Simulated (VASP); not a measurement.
# CoO (R-3m) in VASP: notebook, part 2 of 2

VASP 6.6.1.

## Step 3: Single point, PBE+U, collinear spin, ferromagnetic start (11.13 Å³/atom)

This run uses another cell than the first one, of 11.13 Å³/atom.

Contents of INCAR:

```
  PREC = Accurate
  ENCUT = 520
  EDIFF = 1E-7
  ISMEAR = 0
  SIGMA = 0.02
  LREAL = False
  LASPH = True
  NELM = 150
  ALGO = Normal
  ISIF = 2
  LWAVE = False
  LCHARG = False
  ISPIN = 2
  MAGMOM = 2.88 0.24
  LORBIT = 11
  LMAXMIX = 4
  LDAU = True
  LDAUTYPE = 2
  LDAUL = 2 -1
  LDAUU = 3.32 0
  LDAUJ = 0 0
  LDAUPRINT = 1
  GGA = PE
  NBANDS = 18
```

Contents of KPOINTS:

```
regular mesh
0
Gamma
  12 12 12
```

Contents of POSCAR:

```
CoO
1.0
    1.5863542282      0.9158820407      2.5533500070
   -1.5863542282      0.9158820407      2.5533500070
    0.0000000000     -1.8317640814      2.5533500070
Co O
1 1
Direct
    0.0000000000      0.0000000000      0.0000000000
    0.5000000000      0.5000000000      0.5000000000
```

Potentials or basis: VASP PAW PBE potentials, release 64 (Co, O).

Command:

```bash
> cat potpaw_PBE.64/Co/POTCAR potpaw_PBE.64/O/POTCAR > POTCAR
> mpirun -np 1 vasp_std > vasp.out
```

OUTCAR:

```text
PREC = Accurate
   ENCUT = 520
   EDIFF = 1E-7
   ISMEAR = 0
   LREAL = False
   LASPH = True
   NELM = 150
   ISIF = 2
   ISPIN = 2
   LORBIT = 11
   GGA = PE

 ion  position               nearest neighbor table
   1  0.000  0.000  0.000-   2 2.23   2 2.23   2 2.23   2 2.23   2 2.23   2 2.23
   2  0.500  0.500  0.500-   1 2.23   1 2.23   1 2.23   1 2.23   1 2.23   1 2.23

  LATTYP: Found a trigonal (rhomboedric) cell.
 ALAT       =     3.1424442570
 COS(alpha) =     0.4903228408

  Lattice vectors:

 A1 = (   1.5863542282,   0.9158820407,   2.5533500070)
 A2 = (  -1.5863542282,   0.9158820407,   2.5533500070)
 A3 = (   0.0000000000,  -1.8317640814,   2.5533500070)
[... 1258 lines left out ...]

 VOLUME and BASIS-vectors are now :
 -----------------------------------------------------------------------------
  energy-cutoff  :      520.00
  volume of cell :       22.26
      direct lattice vectors                 reciprocal lattice vectors
     1.586354228  0.915882041  2.553350007     0.315188116  0.181973943  0.130547450
    -1.586354228  0.915882041  2.553350007    -0.315188116  0.181973943  0.130547450
     0.000000000 -1.831764081  2.553350007     0.000000000 -0.363947887  0.130547450

 POSITION                                       TOTAL-FORCE (eV/Angst)
 -----------------------------------------------------------------------------------
      0.00000      0.00000      0.00000         0.000000      0.000000     -0.000000
      0.00000      0.00000      3.83003        -0.000000     -0.000000      0.000000
 -----------------------------------------------------------------------------------
    total drift:                               -0.000000      0.000000     -0.000000

  FREE ENERGIE OF THE ION-ELECTRON SYSTEM (eV)
  ---------------------------------------------------
  free  energy   TOTEN  =       -11.2993745440 eV

  energy  without entropy=      -11.2990590528  energy(sigma->0) =      -11.29921680

 total charge

# of ion       s       p       d       tot
------------------------------------------
    1        0.264   0.279   7.065   7.608
    2        1.555   3.376   0.000   4.931
--------------------------------------------------
tot          1.819   3.655   7.065  12.538

 magnetization (x)

# of ion       s       p       d       tot
------------------------------------------
    1        0.020   0.014   2.697   2.732
    2        0.019   0.218   0.000   0.237
--------------------------------------------------
tot          0.039   0.233   2.697   2.969
```

OSZICAR:

```text
N       E                     dE             d eps       ncg     rms          rms(c)
DAV:   1     0.839758676995E+02    0.83976E+02   -0.67751E+03 13976   0.937E+02
DAV:   2    -0.756140706816E+01   -0.91537E+02   -0.77985E+02 14336   0.218E+02
DAV:   3    -0.132923430138E+02   -0.57309E+01   -0.56231E+01 15798   0.594E+01
[... 11 lines left out ...]
DAV:  15    -0.112992438821E+02   -0.68742E-03   -0.34000E-03 18230   0.522E-01    0.671E-02
DAV:  16    -0.112993571486E+02   -0.11327E-03   -0.43399E-04 16350   0.186E-01    0.272E-02
DAV:  17    -0.112993658232E+02   -0.86746E-05   -0.18002E-05 17692   0.527E-02    0.124E-02
DAV:  18    -0.112993736086E+02   -0.77854E-05   -0.38231E-05 17186   0.388E-02    0.472E-03
DAV:  19    -0.112993745508E+02   -0.94213E-06   -0.77865E-06 18546   0.204E-02    0.205E-03
DAV:  20    -0.112993745440E+02    0.67814E-08   -0.36679E-07 17480   0.515E-03
   1 F= -.11299375E+02 E0= -.11299217E+02  d E =-.315491E-03  mag=     3.0000
```

stdout:

```text
POSCAR found type information on POSCAR CoO
 POSCAR found :  2 types and       2 ions
 scaLAPACK will be used
 LDA part: xc-table for (Slater+PW92), standard interpolation
 POSCAR, INCAR and KPOINTS ok, starting setup
 FFT: planning ... GRIDC
 FFT: planning ... GRID_SOFT
 FFT: planning ... GRID
 WAVECAR not read
 entering main loop
```

It took 1.9 min on 1 thread of AMD EPYC 7R13, shared host; peak memory 0.24 GiB.

What came out:

* Free energy: -11.2994 eV
* Pressure: -18.6 GPa
* Band gap on the k mesh: zero (filled and empty bands overlap)
* Net moment: 3.00 μB per cell
* Site moments: Co +2.73; O +0.24 μB
* Valence electrons inside the program's atomic spheres: Co 7.61; O 4.93

Levels at points of the mesh, in eV from the Fermi level:
Spin up:
```
           k point  band 7  band 8  band 9  band 10  band 11  band 12
(0.00, 0.00, 0.00)   -2.26   -2.26   -2.16     0.56    16.32    16.32
(0.50, 0.00, 0.00)   -3.07   -0.66   -0.61     4.99     8.25    12.64
(0.50, 0.50, 0.00)   -3.34   -3.34   -3.23     5.10     9.25    10.62
(0.50, 0.50, 0.50)   -2.60   -0.63   -0.63     4.92     8.44    12.44
```
Spin down:
```csv
k point,band 4,band 5,band 6,band 7,band 8,band 9
"(0.00, 0.00, 0.00)",-1.81,-1.72,-0.70,-0.70,1.09,1.65
"(0.50, 0.00, 0.00)",-3.15,-1.48,-0.03,0.44,3.44,3.54
"(0.50, 0.50, 0.00)",-2.82,-2.47,-0.53,0.18,2.12,2.17
"(0.50, 0.50, 0.50)",-3.43,-1.21,0.39,0.39,3.44,3.44
```

Eigenvalues of the final occupation matrices:
| site | spin | trace | eigenvalues |
| --- | --- | --- | --- |
| site 1 d | 1 | 4.89 | 0.96 0.97 0.97 1.00 1.00 |
| site 1 d | 2 | 2.19 | 0.10 0.10 0.51 0.51 0.96 |

Caveat: the cell stands under tension; a cell with one magnetic atom can't hold antiferromagnetic order, which such compounds often take.

## Step 4: Single point, PBE+U, collinear spin, ferromagnetic start

This run uses another cell than the first one, of 10.12 Å³/atom.

Contents of POSCAR:

```
CoO
1.0
    1.5367478308      0.8872417738      2.4735049807
   -1.5367478308      0.8872417738      2.4735049807
    0.0000000000     -1.7744835476      2.4735049807
Co O
1 1
Direct
    0.0000000000      0.0000000000      0.0000000000
    0.5000000000      0.5000000000      0.5000000000
```

Contents of INCAR.step1:

```
  PREC = Accurate
  ENCUT = 520
  EDIFF = 1E-7
  ISMEAR = 0
  SIGMA = 0.02
  LREAL = False
  LASPH = True
  NELM = 150
  ALGO = Normal
  ISIF = 2
  LWAVE = False
  LCHARG = True
  ISPIN = 2
  MAGMOM = 2.88 0.24
  LMAXMIX = 4
  LDAU = True
  LDAUTYPE = 2
  LDAUL = 2 -1
  LDAUU = 3.32 0
  LDAUJ = 0 0
  LDAUPRINT = 1
  GGA = PE
  NBANDS = 18
```

Contents of KPOINTS.step1:

```
regular mesh
0
Gamma
  12 12 12
```

Contents of INCAR.step2:

```
  PREC = Accurate
  ENCUT = 520
  EDIFF = 1E-7
  ISMEAR = -5
  SIGMA = 0.02
  LREAL = False
  LASPH = True
  NELM = 150
  ALGO = Normal
  ISIF = 2
  LWAVE = False
  LCHARG = False
  ISPIN = 2
  MAGMOM = 2.88 0.24
  LORBIT = 10
  LMAXMIX = 4
  LDAU = True
  LDAUTYPE = 2
  LDAUL = 2 -1
  LDAUU = 3.32 0
  LDAUJ = 0 0
  LDAUPRINT = 1
  GGA = PE
  NBANDS = 18
  NEDOS = 2001
  ICHARG = 11
```

Contents of KPOINTS.step2:

```
regular mesh
0
Gamma
  18 18 18
```

Command:

```bash
> cat potpaw_PBE.64/Co/POTCAR potpaw_PBE.64/O/POTCAR > POTCAR
> cp INCAR.step1 INCAR
> cp KPOINTS.step1 KPOINTS
> mpirun -np 1 vasp_std > vasp.out
> cp INCAR.step2 INCAR
> cp KPOINTS.step2 KPOINTS
> mpirun -np 1 vasp_std > vasp.out
```

Wall time 3.7 min (1 thread of AMD EPYC 7R13, shared host); peak memory 0.41 GiB.

Results (log left out):

```
Net moment                                            : 3.00 μB per cell
Site moments                                          : Co +2.73; O +0.25 μB
Valence electrons inside the program's atomic spheres : Co 7.73; O 4.98
```

Levels at points of the mesh, in eV from the Fermi level:
Spin up:
| k point | band 7 | band 8 | band 9 | band 10 | band 11 | band 12 |
| --- | --- | --- | --- | --- | --- | --- |
| (0.00, 0.00, 0.00) | -2.59 | -2.59 | -2.47 | 1.01 | 16.91 | 16.91 |
| (0.50, 0.00, 0.00) | -3.04 | -0.54 | -0.50 | 5.21 | 9.10 | 13.26 |
| (0.50, 0.50, 0.00) | -3.79 | -3.67 | -3.29 | 5.70 | 9.84 | 10.93 |
| (0.50, 0.50, 0.50) | -2.54 | -0.52 | -0.52 | 5.14 | 9.30 | 13.06 |
Spin down:
```tsv
k point	band 2	band 3	band 4	band 5	band 6	band 7	band 8	band 9	band 10	band 11
(0.00, 0.00, 0.00)	-2.48	-2.11	-2.11	-2.02	-0.82	-0.82	1.55	1.56	1.56	16.80
(0.50, 0.00, 0.00)	-6.94	-3.91	-3.67	-1.45	-0.01	0.50	3.68	3.79	5.49	9.91
(0.50, 0.50, 0.00)	-5.76	-3.34	-3.23	-2.68	-0.53	0.24	2.10	2.29	6.67	10.26
(0.50, 0.50, 0.50)	-7.12	-3.94	-3.94	-1.12	0.40	0.40	3.68	3.68	5.42	10.04
```

Eigenvalues of the final occupation matrices:
```tsv
site	spin	trace	eigenvalues
site 1 d	1	4.91	0.97 0.97 0.97 1.01 1.01
site 1 d	2	2.22	0.12 0.12 0.51 0.51 0.96
```

Caveat: a cell with one magnetic atom can't hold antiferromagnetic order, which such compounds often take.

## Step 5: The runs side by side

```csv
cell,k mesh for the DOS,occupations for the DOS,gap on the mesh (eV),pressure (GPa),moment (μB)
"a = 3.104 Å, angles 60.6°, 2 atoms",-,-,none,-14.9,3.00
"a = 3.142 Å, angles 60.6°, 2 atoms",-,-,none,-18.6,3.00
"a = 3.044 Å, angles 60.6°, 2 atoms",18 × 18 × 18,tetrahedron,-,-,3.00
```

Alike in all rows: task single point; level PBE+U; potentials or basis VASP PAW PBE potentials, release 64 (Co, O); spin collinear, ferromagnetic start; Co d U = 3.32 eV; k mesh 12 × 12 × 12; cutoff (eV) 520; smearing gaussian 0.02 eV.

Caveats: a cell with one magnetic atom can't hold antiferromagnetic order, which such compounds often take; the cell stands under tension (at least some runs).

Total energies depend on the potentials used, so only differences within one code and one set of settings carry meaning.
